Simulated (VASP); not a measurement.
Write the native input for VASP 6.6.1 that does the following.

| Item | Value |
| --- | --- |
| Task | single point |
| Functional | PBE |
| Potentials or basis | VASP PAW PBE potentials, release 64 (Be, S) |
| Cutoff | 520 eV |
| k mesh | 6 × 6 × 6 |
| Occupations | gaussian, width 0.01 eV |
| Spin | no spin polarisation |
| Dipole correction | no |
| Further INCAR settings | ALGO = Normal; EDIFF = 1e-06; NBANDS = 11 |

The structure of BeS lies in POSCAR:

```
BeS
1.0
    0.0000000000      2.3172971969      2.3172971969
    2.4099890848      0.0000000000      2.3172971969
    2.4099890848      2.3172971969      0.0000000000
Be S
1 1
Direct
    0.0000000000      0.0000000000      0.0000000000
    0.5000000000      0.5000000000      0.5000000000
```

This cell differs from its parent crystal: uniaxial x strain +4.0%.

The input as run:

INCAR

```
PREC = Accurate ; ENCUT = 520
EDIFF = 1E-6 ; ISMEAR = 0
SIGMA = 0.01 ; LREAL = False
LASPH = True ; NELM = 80
ALGO = Normal ; ISIF = 2
LWAVE = False ; LCHARG = True
GGA = PE ; LELF = True
LVHAR = True ; NBANDS = 11
```

KPOINTS

```
regular mesh
0
Gamma
  6 6 6
```

Potentials or basis: VASP PAW PBE potentials, release 64 (Be, S).

Launch:

```console
$ cat potpaw_PBE.64/Be/POTCAR potpaw_PBE.64/S/POTCAR > POTCAR
$ mpirun -np 1 vasp_std > vasp.out
```

Results of the run:

```
Pressure               : -3.9 GPa
Band gap on the k mesh : 0.82 eV, indirect (least direct gap 3.63 eV)
```

Caveat: the cell differs from its parent crystal (uniaxial x strain +4.0%).

Wall time 7 s on 1 thread of Intel(R) Xeon(R) Platinum 8488C (Sapphire Rapids), on a shared host, peak memory 0.14 GiB.
